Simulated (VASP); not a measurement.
A run of VASP 6.6.1 is set up as follows.

File INCAR:

```
SYSTEM = TiAl
PREC = Accurate
ENCUT = 500
EDIFF = 1E-6
ISMEAR = 0
SIGMA = 0.1
LREAL = .FALSE.
LASPH = .TRUE.
NELM = 120
ALGO = Normal
ISIF = 2
LWAVE = .FALSE.
LCHARG = .FALSE.
GGA = PE
NBANDS = 14
GGA_COMPAT = .FALSE.
```

File KPOINTS:

```
regular mesh
0
G
  6 6 4
  0 0 0
```

Contents of POSCAR:

```
TiAl
1.0
    2.8105265725      0.0000000000      0.0000000000
    0.0000000000      2.8105265725      0.0000000000
    0.0000000000      0.0000000000      3.9591554152
Ti Al
1 1
Direct
    0.5000000000      0.5000000000      0.5000000000
    0.0000000000      0.0000000000      0.0000000000
```

Potentials or basis: VASP PAW PBE potentials, release 64 (Ti_sv, Al).

Command:

```sh
$ cat potpaw_PBE.64/Ti_sv/POTCAR potpaw_PBE.64/Al/POTCAR > POTCAR
$ mpirun -np 1 vasp_std > vasp.out
```

Task: Predict the pressure.

Result: 4.8 GPa.

Stress tensor (GPa, compression positive):
```
3.91 0.00 0.00
0.00 3.91 0.00
0.00 0.00 6.59
```

Caveat: the k points lie up to 0.40 Å⁻¹ apart.
